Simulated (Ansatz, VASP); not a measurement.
## Two plane-wave programs on Mo6N

```
Mo N
1.0
     4.89663    0.00000    0.00000
     0.00000    4.89663    0.00000
     0.00000    0.00000    4.89663
Mo N
6 1
Direct
  0.20700 0.50000 0.50000
  0.50000 0.20700 0.50000
  0.79300 0.50000 0.50000
  0.50000 0.79300 0.50000
  0.50000 0.50000 0.20700
  0.50000 0.50000 0.79300
  0.00000 0.00000 0.00000
```

Change from the starting cell: species swapped into the YB6 type (Pm-3m, No. 221).

Alike in both runs: task single point; functional PBE; k mesh 4 × 4 × 4; occupations gaussian, width 0.1 eV; collinear spin.

|  | VASP | Ansatz |
| --- | --- | --- |
| version | VASP 6.6.1 | Ansatz 0.2.0 |
| potentials or method | VASP PAW PBE potentials, release 64 (Mo_sv, N), cutoff 600 eV | scalar-relativistic, plane waves, PAW |
| valence electrons in the cell | 89 | 89 |

Ansatz gave:

* gap on the k mesh at the Fermi level (eV): none
* rms of the force components (eV/Å): 13.284
* net moment per atom (μB): 0.00
* size of the moment on the site where the two differ most (μB): 0.00

Question: Estimate VASP's values.

Answer: gap on the k mesh at the Fermi level (eV): none; rms of the force components (eV/Å): 13.985; net moment per atom (μB): 0.01; size of the moment on the site where the two differ most (μB): 0.05.

Site moments also hang on the region over which each program counts them. Atom by atom the forces differ by 0.701 eV/Å (rms over components). A gap of «none» marks a metal or a gap that the smearing closes. Ansatz's warnings: seeded moment not kept.
